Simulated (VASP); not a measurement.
# Ag (I4/mmm) in VASP: notebook

Ag is run at these levels: PBEsol; tasks: single point.

Program: VASP 6.6.1. These are calculated values, not measurements. Logs are shortened: lines on timing, memory, paths and dates and some standing lists are left out, and cuts for length are marked.

### 1 The cell of the first run

Symmetry: I4/mmm, No. 139, tetragonal system. The conventional cell has a = 3.444 Å, b = 3.444 Å, c = 3.179 Å, α = 90.00°, β = 90.00°, γ = 90.00°. Ag (site symmetry 4/mmm) has 14 Ag at 2.91 to 3.44 Å within 3.8 Å.

### 2 Single point, PBEsol (strain +0.040 along x and y, -0.040 along z)

Contents of INCAR:

```
  ALGO = Normal
  EDIFF = 1E-6
  ENCUT = 520
  GGA = PS
  ISIF = 2
  ISMEAR = 0
  LASPH = T
  LCHARG = F
  LREAL = F
  LWAVE = F
  NBANDS = 12
  NELM = 80
  PREC = Accurate
  SIGMA = 0.15
```

Contents of KPOINTS:

```
k-points
0
Gamma
  20 20 20
```

Contents of POSCAR:

```
Ag
1.0
   -1.7218801600      1.7218801600      1.5894278400
    1.7218801600     -1.7218801600      1.5894278400
    1.7218801600      1.7218801600     -1.5894278400
Ag
1
Direct
    0.0000000000      0.0000000000      0.0000000000
```

Potentials or basis: VASP PAW PBE potentials, release 64 (Ag).

Command:

```console
> cat potpaw_PBE.64/Ag/POTCAR > POTCAR
> mpirun -np 1 vasp_std > vasp.out
```

OUTCAR:

```text
EDIFF = 1E-6
   ENCUT = 520
   GGA = PS
   ISIF = 2
   ISMEAR = 0
   LASPH = T
   LREAL = F
   NELM = 80
   PREC = Accurate

 ion  position               nearest neighbor table
   1  0.000  0.000  0.000-

  LATTYP: Found a body centered tetragonal cell.
 ALAT       =     3.4437603200
 C/A-ratio  =     0.9230769231

  Lattice vectors:

 A1 = (  -1.7218801600,   1.7218801600,   1.5894278400)
 A2 = (   1.7218801600,  -1.7218801600,   1.5894278400)
 A3 = (   1.7218801600,   1.7218801600,  -1.5894278400)

Analysis of symmetry for initial positions (statically):
=====================================================================
 Subroutine PRICEL returns:
 Original cell was already a primitive cell.

 Routine SETGRP: Setting up the symmetry group for a
 body centered tetragonal supercell.

 Subroutine GETGRP returns: Found 16 space group operations
 (whereof 16 operations were pure point group operations)
 out of a pool of 16 trial point group operations.

The static configuration has the point symmetry D_4h.

Analysis of symmetry for dynamics (positions and initial velocities):
=====================================================================
 Subroutine PRICEL returns:
 Original cell was already a primitive cell.

 Routine SETGRP: Setting up the symmetry group for a
 body centered tetragonal supercell.

 Subroutine GETGRP returns: Found 16 space group operations
 (whereof 16 operations were pure point group operations)
 out of a pool of 16 trial point group operations.

The dynamic configuration has the point symmetry D_4h.

 Subroutine INISYM returns: Found 16 space group operations
 (whereof 16 operations are pure point group operations),
 and found     1 'primitive' translations

----------------------------------------------------------------------------------------

                                     Primitive cell

  volume of cell :      18.8498

  direct lattice vectors                    reciprocal lattice vectors
    -1.721880160  1.721880160  1.589427840     0.000000000  0.290380255  0.314578610
     1.721880160 -1.721880160  1.589427840     0.290380255  0.000000000  0.314578610
     1.721880160  1.721880160 -1.589427840     0.290380255  0.290380255  0.000000000

  length of vectors
     2.907924248  2.907924248  2.907924248     0.428112595  0.428112595  0.410659695

  position of ions in fractional coordinates (direct lattice)
     0.000000000  0.000000000  0.000000000

  ion indices of the primitive-cell ions
   primitive index   ion index
                 1           1

----------------------------------------------------------------------------------------

 KPOINTS: k-points

Automatic generation of k-mesh.
 Grid dimensions read from file:
 generate k-points for:   20   20   20

 Generating k-lattice:

  Cartesian coordinates                     Fractional coordinates (reciprocal lattice)
     0.000000000  0.014519013  0.015728930     0.050000000 -0.000000000  0.000000000
     0.014519013  0.000000000  0.015728930    -0.000000000  0.050000000  0.000000000
     0.014519013  0.014519013  0.000000000     0.000000000  0.000000000  0.050000000

  Length of vectors
     0.021405630  0.021405630  0.020532985

  Shift w.r.t. Gamma in fractional coordinates (k-lattice)
     0.000000000  0.000000000  0.000000000

 Subroutine IBZKPT returns following result:
 ===========================================

 Found    641 irreducible k-points:

 Following reciprocal coordinates:
            Coordinates               Weight
  0.000000  0.000000  0.000000      1.000000
  0.050000  0.000000  0.000000      8.000000
  0.100000  0.000000 -0.000000      8.000000
  0.150000 -0.000000  0.000000      8.000000
  0.200000  0.000000 -0.000000      8.000000
  0.250000  0.000000 -0.000000      8.000000
[... 16 lines left out ...]
 -0.400000  0.050000  0.000000     16.000000
 -0.350000  0.050000 -0.000000     16.000000
 [... further k-points ...]
   k-points           NKPTS =    641   k-points in BZ     NKDIM =    641   number of bands    NBANDS=     12
   number of dos      NEDOS =    301   number of ions     NIONS =      1
   total plane-waves  NPLWV =  13824
   dimension x,y,z NGX =    24 NGY =   24 NGZ =   24
   dimension x,y,z NGXF=    48 NGYF=   48 NGZF=   48
   ions per type =               1
   NGX,Y,Z   is equivalent  to a cutoff of  13.72, 13.72, 13.72 a.u.
   NGXF,Y,Z  is equivalent  to a cutoff of  27.44, 27.44, 27.44 a.u.
 SYSTEM =  unknown system
   PREC   = accura    normal or accurate (medium, high low for compatibility)
   ISTART =      0    job   : 0-new  1-cont  2-samecut
   ICHARG =      2    charge: 1-file 2-atom 10-const
   ISPIN  =      1    spin polarized calculation?
   LNONCOLLINEAR =      F non collinear calculations
   LSORBIT =      F    spin-orbit coupling
   LASPH  =      T    aspherical Exc in radial PAW
   ENCUT  =  520.0 eV  38.22 Ry    6.18 a.u.   5.41  5.41  5.41*2*pi/ulx,y,z
   NELM   =     80;   NELMIN=  2; NELMDL= -5     # of ELM steps
   EDIFF  = 0.1E-05   stopping-criterion for ELM
   LREAL  =      F    real-space projection
   EDIFFG = 0.1E-04   stopping-criterion for IOM
   NSW    =      0    number of steps for IOM
   IBRION =     -1    ionic relax: 0-MD 1-quasi-New 2-CG
   NFREE  =      0    steps in history (QN), initial steepest desc. (CG)
   ISIF   =      2    stress and relaxation
   ISYM   =      2    0-nonsym 1-usesym 2-fastsym
   POTIM  = 0.5000    time-step for ionic-motion
   TEBEG  =    0.0;   TEEND  =   0.0 temperature during run
   PSTRESS=    0.0 pullay stress
   NELECT =      11.0000    total number of electrons
   NUPDOWN=      -1.0000    fix difference up-down
   EMIN   =  10.00;   EMAX   =-10.00  energy-range for DOS
   EFERMI =   0.00;   METHOD = LEGACY
   ISMEAR =     0;   SIGMA  =   0.15  broadening in eV -4-tet -1-fermi 0-gaus
   EFERMI_NEDOS =   21; number of points for ismear=-14 and -15
   IALGO  =     38    algorithm
   IMIX   =      4    mixing-type and parameters
     AMIX     =   0.40;   BMIX     =  1.00
     AMIX_MAG =   1.60;   BMIX_MAG =  1.00
  volume/ion in A,a.u.               =      18.85       127.20
  Fermi-wavevector in a.u.,A,eV,Ry     =   1.368055  2.585249 25.464311  1.871574
  Thomas-Fermi vector in A             =   2.494053
   LORBIT       =      0    0 simple, 1 ext, 2 COOP (PROOUT), +10 PAW based schemes
   GGA     = PS    functional components
   LHFCALC =     F    Hartree Fock is set to
   AEXX    =    0.0000 exact exchange contribution
   IVDW    =     0    specifies the selected vdW correction
   LEPSILON=     F    determine dielectric tensor
   LRPA    =     F    only Hartree local field effects (RPA)
 non-spin polarized calculation
 Gauss-broadening in eV      SIGMA  =   0.15
  energy-cutoff  :      520.00
  volume of cell :       18.85
 maximum number of plane-waves:       525
 NGX is ok and might be reduce to    24
   NGX = 11   NGY = 11   NGZ = 11

 number of electron      11.0000003 magnetization

 Free energy of the ion-electron system (eV)
  ---------------------------------------------------
  ext. energy  EPLUGINS =         0.00000000
  ---------------------------------------------------
  free energy    TOTEN  =        -3.20258703 eV

  energy without entropy =       -3.19912862  energy(sigma->0) =       -3.20085783

 E-fermi :   6.9114     XC(G=0): -11.8219

 val. band max:        6.9084901224   @ k =   0.5000   0.3500   0.0000
 cond. band min:       6.9247798827   @ k =   0.5000   0.1000   0.0500
 fundamental gap:      0.0162897603
 Fermi energy:         6.9113701627

 k-point     1 :       0.0000    0.0000    0.0000
  band No.  band energies     occupation
      1      -0.1963      2.00000
      2       2.1817      2.00000
      3       2.5151      2.00000
      4       2.5151      2.00000
      5       3.3026      2.00000
      6       3.6774      2.00000
      7      23.9440      0.00000
      8      23.9440      0.00000
      9      25.4578      0.00000
     10      28.8350      0.00000
     11      28.8350      0.00000
     12      29.6899      0.00000

 k-point     2 :       0.0500    0.0000    0.0000
  band No.  band energies     occupation
      1      -0.1172      2.00000
      2       2.1946      2.00000
      3       2.5147      2.00000
      4       2.5240      2.00000
      5       3.3067      2.00000
      6       3.6607      2.00000
      7      23.8652      0.00000
      8      23.9755      0.00000
      9      25.2174      0.00000
     10      28.0808      0.00000
     11      28.3411      0.00000
     12      29.0697      0.00000

 k-point     3 :       0.1000    0.0000   -0.0000
  band No.  band energies     occupation
      1       0.1143      2.00000
      2       2.2023      2.00000
      3       2.5132      2.00000
      4       2.5815      2.00000
      5       3.3209      2.00000
      6       3.6181      2.00000
      7      23.5194      0.00000
      8      24.0574      0.00000
      9      24.4090      0.00000
     10      27.2595      0.00000
     11      27.2834      0.00000
     12      28.0675      0.00000
[... 286 lines left out ...]
 k-point    23 :      -0.4000    0.0500    0.0000
  band No.  band energies     occupation
      1       1.2732      2.00000
      2       1.7324      2.00000
      3       3.4788      2.00000
      4       3.6044      2.00000
      5       3.9042      2.00000
      6       5.1690      2.00000
      7      13.9180      0.00000
      8      19.6740      0.00000
      9      20.6265      0.00000
     10      25.3184      0.00000
     11      26.5063      0.00000
     12      31.4122      0.00000

 k-point    24 :      -0.3500    0.0500   -0.0000
  band No.  band energies     occupation
      1       1.3436      2.00000
      2       1.8198      2.00000
      3       3.4173      2.00000
      4       3.4723      2.00000
      5       3.6136      2.00000
      6       4.2616      2.00000
      7      15.7745      0.00000
      8      20.1887      0.00000
      9      21.3822      0.00000
     10      25.2137      0.00000
     11      26.5644      0.00000
     12      30.8410      0.00000

 [... further k-points ...]
[... 5 lines left out ...]
  --------------------------------------------------------------------------------------
  -------------------------------------------------------------------------------------
  Total       -1.1277466     -1.1277466     -1.1723648      0.0000000     -0.0000000      0.0000000
  in kB      -95.8551552    -95.8551552    -99.6475655      0.0000000     -0.0000000      0.0000000
  external PRESSURE =     -97.1192920 kB  Pullay stress =       0.0000000 kB

 VOLUME and BASIS-vectors are now :
 -----------------------------------------------------------------------------
  energy-cutoff  :      520.00
  volume of cell :       18.85
      direct lattice vectors                 reciprocal lattice vectors
    -1.721880160  1.721880160  1.589427840     0.000000000  0.290380255  0.314578610
     1.721880160 -1.721880160  1.589427840     0.290380255  0.000000000  0.314578610
     1.721880160  1.721880160 -1.589427840     0.290380255  0.290380255  0.000000000

 POSITION                                       TOTAL-FORCE (eV/Angst)
 -----------------------------------------------------------------------------------
      0.00000      0.00000      0.00000         0.000000     -0.000000      0.000000
 -----------------------------------------------------------------------------------
    total drift:                               -0.000000      0.000000      0.000000

  FREE ENERGIE OF THE ION-ELECTRON SYSTEM (eV)
  ---------------------------------------------------
  free  energy   TOTEN  =        -3.2025870336 eV

  energy  without entropy=       -3.1991286205  energy(sigma->0) =       -3.20085783
```

It took 1.8 min on 1 thread of Intel Xeon 8259CL, shared host; peak memory 0.26 GiB.

Results:

- Free energy: -3.2026 eV
- Pressure: -9.7 GPa

Caveat: the cell differs from its parent crystal (strain +0.040 along x and y, -0.040 along z); the PAW data sets were made with another functional, which shifts forces and pressure a little.

### 3 Single point, PBEsol (strain +0.080 along x and y, -0.080 along z)

Contents of INCAR:

```
SYSTEM = Ag
  PREC = Accurate
  ENCUT = 520
  EDIFF = 1E-6
  ISMEAR = 0
  SIGMA = 0.15
  LREAL = .FALSE.
  LASPH = .TRUE.
  NELM = 60
  ALGO = Fast
  ISIF = 2
  LWAVE = .FALSE.
  LCHARG = .FALSE.
  GGA = PS
  NBANDS = 12
```

Contents of KPOINTS:

```
regular mesh
0
G
  20 20 20
  0 0 0
```

Contents of POSCAR:

```
Ag
1.0
   -1.7881063200      1.7881063200      1.5232016800
    1.7881063200     -1.7881063200      1.5232016800
    1.7881063200      1.7881063200     -1.5232016800
Ag
1
Direct
    0.0000000000      0.0000000000      0.0000000000
```

Potentials or basis: VASP PAW PBE potentials, release 64 (Ag).

Command:

```console
> cat potpaw_PBE.64/Ag/POTCAR > POTCAR
> mpirun -np 1 vasp_std > vasp.out
```

It took 39 s on 1 thread of Intel Xeon 6975P-C (Granite Rapids), shared host; peak memory 0.25 GiB.

The run converged. Its results:

```
Free energy : -3.1635 eV
Pressure    : -11.1 GPa
```

Stress tensor (GPa, compression positive):
```
-11.06   0.00   0.00
  0.00 -11.06   0.00
  0.00   0.00 -11.17
```

Levels at points of the mesh, in eV from the Fermi level:
```
           k point  band 2  band 3  band 4  band 5  band 6  band 7  band 8  band 9  band 10  band 11
(0.00, 0.00, 0.00)   -4.79   -4.13   -4.13   -3.86   -3.11   16.13   16.13   19.57    21.39    21.39
(0.50, 0.00, 0.00)   -5.24   -3.47   -2.87   -2.61    0.56    4.05   12.05   12.31    17.68    18.21
(0.50, 0.50, 0.00)   -4.52   -3.94   -3.45   -2.64   -0.33    2.48   14.73   15.85    20.38    20.87
(0.50, 0.50, 0.50)   -5.56   -2.80   -2.80   -2.64    5.12    5.12    9.61    9.67    11.09    15.33
```

Caveat: the cell differs from its parent crystal (strain +0.080 along x and y, -0.080 along z); the PAW data sets were made with another functional, which shifts forces and pressure a little.
